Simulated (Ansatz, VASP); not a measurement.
**Sr2TlO2: VASP beside Ansatz**

The input INCAR:

```
SYSTEM = Sr2TlO2
PREC     = Accurate       ! precision mode
ENCUT    = 600            ! plane-wave cutoff, eV
EDIFF    = 1E-7           ! SCF threshold, eV
ISMEAR   = 0              ! smearing method
SIGMA    = 0.1            ! smearing width, eV
LREAL    = .False.        ! projectors in reciprocal space
LASPH    = .True.         ! aspherical terms in the spheres
NELM     = 120            ! most SCF steps
ALGO     = Normal         ! electronic algorithm
ISIF     = 3              ! what is computed and relaxed
LWAVE    = .False.        ! write WAVECAR
LCHARG   = .False.        ! write CHGCAR
GGA      = PE             ! functional
IBRION   = 2              ! ionic algorithm
NSW      = 90             ! ionic steps
EDIFFG   = -0.04          ! ionic threshold
GGA_COMPAT= .False.      
NELMIN   = 4
```

File KPOINTS:

```
Automatic mesh
0
Gamma
  6 6 4
  0 0 0
```

POSCAR

```
Sr2TlO2
1.0
    4.5086481255      0.0000000000      0.0000000000
   -2.2543240627      3.9046038134      0.0000000000
    0.0000000000      0.0000000000      7.2287947371
Sr Tl O
2 1 2
Direct
    0.3333333333      0.6666666667      0.3694400000
    0.6666666667      0.3333333333      0.6305600000
    0.0000000000      0.0000000000      0.0000000000
    0.3333333333      0.6666666667      0.7679300000
    0.6666666667      0.3333333333      0.2320700000
```

Input for Ansatz:

```yaml
crystal:
  lattice:
    - [4.5086481255, 0.0, 0.0]
    - [-2.2543240627, 3.9046038134, 0.0]
    - [0.0, 0.0, 7.2287947371]
  atoms:
    - { symbol: Sr, position: [0.3333333333, 0.6666666667, 0.36944] }
    - { symbol: Sr, position: [0.6666666667, 0.3333333333, 0.63056] }
    - { symbol: Tl, position: [0.0, 0.0, 0.0] }
    - { symbol: O, position: [0.3333333333, 0.6666666667, 0.76793] }
    - { symbol: O, position: [0.6666666667, 0.3333333333, 0.23207] }
basis:
  ecutwfc: 420
kpoints:
  mp_grid: { grid: [6, 6, 4] }
hamiltonian:
  xc: pbe
scf:
  occupations: { method: gaussian, width: 0.1 }
  lower_state_search: "off"
output:
  forces: true
  stress: true
  eigenvalues: true
relax:
  adjacent_minimum: "off"
  f_tol: 0.04
  max_steps: 70
  cell: { stress_tol: 0.4 }
```

Alike in both runs: task relaxation of cell and atoms; functional PBE; k mesh 6 × 6 × 4; occupations gaussian, width 0.1 eV; no spin polarisation.

```csv
,VASP,Ansatz
version,VASP 6.6.1,Ansatz 0.2.0
potentials or method,"VASP PAW PBE potentials, release 64 (Sr_sv, Tl_d, O), cutoff 600 eV","scalar-relativistic, plane waves, PAW"
valence electrons in the cell,45,45
```

VASP gave:

| Item | Value |
| --- | --- |
| gap on the k mesh at the Fermi level, each at its own relaxed structure (eV) | none |
| relaxed volume (Å³/atom) | 26.64 |
| relaxed cell length with the largest relative difference (Å) | 8.965 |

Which values does Ansatz return?

gap on the k mesh at the Fermi level, each at its own relaxed structure (eV): none; relaxed volume (Å³/atom): 27.02; relaxed cell length with the largest relative difference (Å): 9.169.

A gap of «none» marks a metal or a gap that the smearing closes.

Neither program's run includes spin-orbit coupling.
